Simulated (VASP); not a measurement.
# MnS: single point with PBEsol

Crystal: MnS.

```
Mn S
1.0
     0.00000    2.60450    2.60450
     2.60450    0.00000    2.60450
     2.60450    2.60450    0.00000
Mn S
1 1
Cartesian
  0.0000 0.0000 0.0000
  2.6045 2.6045 2.6045
```

```json
{"Program": "VASP 6.6.1", "Task": "single point", "Functional": "PBEsol", "Potentials or basis": "VASP PAW PBE potentials, release 64 (Mn_pv, S)", "Cutoff": "520 eV", "k mesh": "9 × 9 × 9", "Occupations": "fermi-dirac, width 0.05 eV", "Spin": "collinear spin, ferromagnetic start", "Starting moments": "[0.92, 0.0] μB", "Dipole correction": "no", "Further INCAR settings": "ALGO = Normal; EDIFF = 1e-06; NBANDS = 20"}
```

The pressure is -7.4 GPa and the net moment is 4.69 μB per cell. The site moments are Mn +4.23; S +0.10 μB and the valence electrons inside the program's atomic spheres are Mn 11.31; S 3.69.

Levels at points of the mesh, in eV from the Fermi level:
Spin up:
```
           k point  band 8  band 9  band 10  band 11  band 12  band 13  band 14  band 15  band 16  band 17
(0.00, 0.00, 0.00)   -3.26   -3.26    -1.85    -1.85    -1.85     1.63     8.56     8.56     8.56    10.43
```
Spin down:
```csv
k point,band 5,band 6,band 7,band 8,band 9,band 10
"(0.00, 0.00, 0.00)",-1.61,-1.61,-1.61,0.28,0.28,0.28
```

Run time: 110 s on 1 thread of Intel Xeon 8259CL, with other jobs on the host, peak memory 0.19 GiB.

Caveat: the cell stands under tension; the PAW data sets were made with another functional, which shifts forces and pressure a little; a cell with one magnetic atom can't hold antiferromagnetic order, which such compounds often take; semilocal functionals often make such compounds metallic where correlation or magnetic order opens a gap, which also shifts bond lengths. With open d or f shells a metallic result of PBEsol can be an artefact of self-interaction; +U or a hybrid may open a gap.
